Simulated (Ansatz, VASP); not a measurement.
## One calculation of Rb, two programs

```
Rb
1.0
     3.80211    0.00000    0.00000
    -1.90106    3.29273    0.00000
     0.00000    0.00000   12.58121
Rb
4
Direct
  0.00000 0.00000 0.00000
  0.00000 0.00000 0.50000
  0.33333 0.66667 0.25000
  0.66667 0.33333 0.75000
```

Change from the starting cell: volume scaled by 0.43, LAPW.

Alike in both runs: task single point; functional PBE; k mesh 7 × 7 × 2; occupations fermi-dirac, width 0.1 eV; no spin polarisation.

|  | VASP | Ansatz |
| --- | --- | --- |
| version | VASP 6.6.1 | Ansatz 0.2.0 |
| potentials or method | VASP PAW PBE potentials, release 64 (Rb_sv), cutoff 520 eV | all-electron LAPW, scalar-relativistic |

|  | VASP | Ansatz | Ansatz less VASP |
| --- | --- | --- | --- |
| pressure (GPa) | 9.7 | 9.7 | -0.01 |
| traceless stress, the component that is largest in VASP (GPa) | -0.22 | -0.22 | +0.003 |

Ansatz ran all-electron here, and VASP with PAW potentials.
